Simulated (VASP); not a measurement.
# ReBi2 (Pn-3m) in VASP: further runs

Runs on ReBi2. Level: PBE. Tasks: single point.

Everything below comes from runs of VASP 6.6.1. Logs are shortened: lines on timing, memory, paths and dates and some standing lists are left out, and cuts for length are marked.

### 1 The cell of the first run

It takes space group Pn-3m (No. 224, cubic). Conventional cell: a = 5.555 Å, b = 5.555 Å, c = 5.555 Å, α = 90.00°, β = 90.00°, γ = 90.00°. Within 3.2 Å of Re (site symmetry -43m) lie 4 Bi at 2.41 Å. Bi (site symmetry -3m) has 2 Re at 2.41 Å within 3.2 Å.

### 2 Single point, PBE

Input file INCAR:

```
PREC = Accurate ; ENCUT = 520
EDIFF = 1E-6 ; ISMEAR = 0
SIGMA = 0.1 ; LREAL = F
LASPH = T ; NELM = 60
ALGO = Normal ; ISIF = 2
LWAVE = F ; LCHARG = T
GGA = PE ; LELF = T
LVHAR = T ; NBANDS = 46
```

Input file KPOINTS:

```
regular mesh
0
Gamma
  4 4 4
```

Input file POSCAR:

```
ReBi2
1.0
    5.5552370516      0.0000000000      0.0000000000
    0.0000000000      5.5552370516      0.0000000000
    0.0000000000      0.0000000000      5.5552370516
Re Bi
2 4
Direct
    0.0000000000      0.0000000000      0.0000000000
    0.5000000000      0.5000000000      0.5000000000
    0.2500000000      0.2500000000      0.2500000000
    0.2500000000      0.7500000000      0.7500000000
    0.7500000000      0.7500000000      0.2500000000
    0.7500000000      0.2500000000      0.7500000000
```

Potentials or basis: VASP PAW PBE potentials, release 64 (Re, Bi_d).

Launch:

```console
> cat potpaw_PBE.64/Re/POTCAR potpaw_PBE.64/Bi_d/POTCAR > POTCAR
> mpirun -np 1 vasp_std > vasp.out
```

OUTCAR:

```text
PREC = Accurate
   ENCUT = 520
   EDIFF = 1E-6
   ISMEAR = 0
   LREAL = F
   LASPH = T
   NELM = 60
   ISIF = 2
   GGA = PE

 ion  position               nearest neighbor table
   1  0.000  0.000  0.000-   3 2.41   4 2.41   5 2.41   6 2.41
   2  0.500  0.500  0.500-   3 2.41   4 2.41   5 2.41   6 2.41
   3  0.250  0.250  0.250-   1 2.41   2 2.41
   4  0.250  0.750  0.750-   1 2.41   2 2.41
   5  0.750  0.750  0.250-   1 2.41   2 2.41
   6  0.750  0.250  0.750-   1 2.41   2 2.41

  LATTYP: Found a simple cubic cell.
 ALAT       =     5.5552370516

  Lattice vectors:

 A1 = (   5.5552370516,   0.0000000000,   0.0000000000)
 A2 = (   0.0000000000,   5.5552370516,   0.0000000000)
 A3 = (   0.0000000000,   0.0000000000,   5.5552370516)

Analysis of symmetry for initial positions (statically):
=====================================================================
 Subroutine PRICEL returns:
 Original cell was already a primitive cell.

 Routine SETGRP: Setting up the symmetry group for a
 simple cubic supercell.

 Subroutine GETGRP returns: Found 48 space group operations
 (whereof 24 operations were pure point group operations)
 out of a pool of 48 trial point group operations.

The static configuration has the point symmetry T_d .
 The point group associated with its full space group is O_h .

Analysis of symmetry for dynamics (positions and initial velocities):
=====================================================================
 Subroutine PRICEL returns:
 Original cell was already a primitive cell.

 Routine SETGRP: Setting up the symmetry group for a
 simple cubic supercell.

 Subroutine GETGRP returns: Found 48 space group operations
 (whereof 24 operations were pure point group operations)
 out of a pool of 48 trial point group operations.

The dynamic configuration has the point symmetry T_d .
 The point group associated with its full space group is O_h .

 Subroutine INISYM returns: Found 48 space group operations
 (whereof 24 operations are pure point group operations),
 and found     1 'primitive' translations

----------------------------------------------------------------------------------------

                                     Primitive cell

  volume of cell :     171.4383

  direct lattice vectors                    reciprocal lattice vectors
     5.555237052  0.000000000  0.000000000     0.180010320  0.000000000  0.000000000
     0.000000000  5.555237052  0.000000000     0.000000000  0.180010320  0.000000000
[... 83 lines left out ...]
   NFREE  =      0    steps in history (QN), initial steepest desc. (CG)
   ISIF   =      2    stress and relaxation
   ISYM   =      2    0-nonsym 1-usesym 2-fastsym
   POTIM  = 0.5000    time-step for ionic-motion
   TEBEG  =    0.0;   TEEND  =   0.0 temperature during run
   PSTRESS=    0.0 pullay stress
   NELECT =      74.0000    total number of electrons
   NUPDOWN=      -1.0000    fix difference up-down
   EMIN   =  10.00;   EMAX   =-10.00  energy-range for DOS
   EFERMI =   0.00;   METHOD = LEGACY
   ISMEAR =     0;   SIGMA  =   0.10  broadening in eV -4-tet -1-fermi 0-gaus
   EFERMI_NEDOS =   21; number of points for ismear=-14 and -15
   IALGO  =     38    algorithm
   IMIX   =      4    mixing-type and parameters
     AMIX     =   0.40;   BMIX     =  1.00
     AMIX_MAG =   1.60;   BMIX_MAG =  1.00
  volume/ion in A,a.u.               =      28.57       192.82
  Fermi-wavevector in a.u.,A,eV,Ry     =   1.237227  2.338020 20.826863  1.530731
  Thomas-Fermi vector in A             =   2.371803
   LORBIT       =      0    0 simple, 1 ext, 2 COOP (PROOUT), +10 PAW based schemes
   GGA     = PE    functional components
   LHFCALC =     F    Hartree Fock is set to
   AEXX    =    0.0000 exact exchange contribution
   IVDW    =     0    specifies the selected vdW correction
   LEPSILON=     F    determine dielectric tensor
   LRPA    =     F    only Hartree local field effects (RPA)
 non-spin polarized calculation
 Gauss-broadening in eV      SIGMA  =   0.10
  energy-cutoff  :      520.00
  volume of cell :      171.44
 maximum number of plane-waves:      4645
 NGX is ok and might be reduce to    42
   NGX = 21   NGY = 21   NGZ = 21

 number of electron      74.0000042 magnetization

 Free energy of the ion-electron system (eV)
  ---------------------------------------------------
  ext. energy  EPLUGINS =         0.00000000
  ---------------------------------------------------
  free energy    TOTEN  =       -30.54837986 eV

  energy without entropy =      -30.52597094  energy(sigma->0) =      -30.53717540

 E-fermi :   6.3192     XC(G=0): -10.1630

 val. band max:        6.2901348864   @ k =   0.0000   0.0000   0.0000
 cond. band min:       6.3487691399   @ k =   0.5000   0.5000   0.2500
 fundamental gap:      0.0586342535
 Fermi energy:         6.3192071386

 k-point     1 :       0.0000    0.0000    0.0000
  band No.  band energies     occupation
      1     -16.6377      2.00000
      2     -16.5630      2.00000
      3     -16.5630      2.00000
      4     -16.5630      2.00000
      5     -16.4865      2.00000
      6     -16.4865      2.00000
[... 479 lines left out ...]
     45      11.4256      0.00000
     46      11.5395      0.00000

------------------------ aborting loop because EDIFF is reached ----------------------------------------

  FORCE on cell =-STRESS in cart. coord.  units (eV):
  Direction    XX          YY          ZZ          XY          YZ          ZX
  --------------------------------------------------------------------------------------
  -------------------------------------------------------------------------------------
  Total       25.3450663     25.3450663     25.3450663      0.0000000      0.0000000     -0.0000000
  in kB      236.8624557    236.8624557    236.8624557      0.0000000      0.0000000     -0.0000000
  external PRESSURE =     236.8624557 kB  Pullay stress =       0.0000000 kB

 VOLUME and BASIS-vectors are now :
 -----------------------------------------------------------------------------
  energy-cutoff  :      520.00
  volume of cell :      171.44
      direct lattice vectors                 reciprocal lattice vectors
     5.555237052  0.000000000  0.000000000     0.180010320  0.000000000  0.000000000
     0.000000000  5.555237052  0.000000000     0.000000000  0.180010320  0.000000000
     0.000000000  0.000000000  5.555237052     0.000000000  0.000000000  0.180010320

 POSITION                                       TOTAL-FORCE (eV/Angst)
 -----------------------------------------------------------------------------------
      0.00000      0.00000      0.00000         0.000000      0.000000     -0.000000
      2.77762      2.77762      2.77762         0.000000      0.000000     -0.000000
      1.38881      1.38881      1.38881         0.000000      0.000000      0.000000
      1.38881      4.16643      4.16643        -0.000000     -0.000000     -0.000000
      4.16643      4.16643      1.38881        -0.000000      0.000000      0.000000
      4.16643      1.38881      4.16643         0.000000     -0.000000     -0.000000
 -----------------------------------------------------------------------------------
    total drift:                                0.000000      0.000000     -0.000000

  FREE ENERGIE OF THE ION-ELECTRON SYSTEM (eV)
  ---------------------------------------------------
  free  energy   TOTEN  =       -30.5483798604 eV

  energy  without entropy=      -30.5259709395  energy(sigma->0) =      -30.53717540
```

stdout:

```text
POSCAR found type information on POSCAR ReBi
 POSCAR found :  2 types and       6 ions
 scaLAPACK will be used
 LDA part: xc-table for (Slater+PW92), standard interpolation
 POSCAR, INCAR and KPOINTS ok, starting setup
 FFT: planning ... GRIDC
 FFT: planning ... GRID_SOFT
 FFT: planning ... GRID
 WAVECAR not read
 entering main loop
```

It took 44 s on 1 thread of Intel Xeon 6975P-C (Granite Rapids), shared host; peak memory 0.28 GiB.

What came out:

```yaml
Free_energy: -30.5484 eV
Pressure: 23.7 GPa
Band_gap_on_the_k_mesh: zero (bands 37 and 38 overlap by 0.58 eV)
```

Caveat: the cell stands under pressure; spin-orbit coupling is left out, which moves the levels of the heavy elements.

(Continued in part 2 of 2.)
